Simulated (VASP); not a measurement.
A run of VASP 6.6.1:

File INCAR:

```
  PREC = Accurate
  ENCUT = 520
  EDIFF = 1E-7
  ISMEAR = -1
  SIGMA = 0.08
  LREAL = False
  LASPH = True
  NELM = 60
  ALGO = Normal
  ISIF = 2
  LWAVE = False
  LCHARG = True
  GGA = PE
  LELF = True
  LVHAR = True
  NBANDS = 12
```

File KPOINTS:

```
Automatic mesh
0
Gamma
  15 15 15
```

The input POSCAR:

```
V
1.0
    2.2372699421      0.0000000000      0.0000000000
    0.0000000000      2.2372699421      0.0000000000
    0.0000000000      0.0000000000      2.2372699421
V
1
Direct
    0.0000000000      0.0000000000      0.0000000000
```

Potentials or basis: VASP PAW PBE potentials, release 64 (V_sv).

Run with:

```console
$ cat potpaw_PBE.64/V_sv/POTCAR > POTCAR
$ mpirun -np 1 vasp_std > vasp.out
```

Hardware: 1 thread of Intel Xeon 6975P-C, on a shared host.

How long does it take, and how much memory?

It took 9.2 s on 1 thread of Intel Xeon 6975P-C, on a shared host, peak memory 0.13 GiB. Counts: scf iterations 11, k points 120.
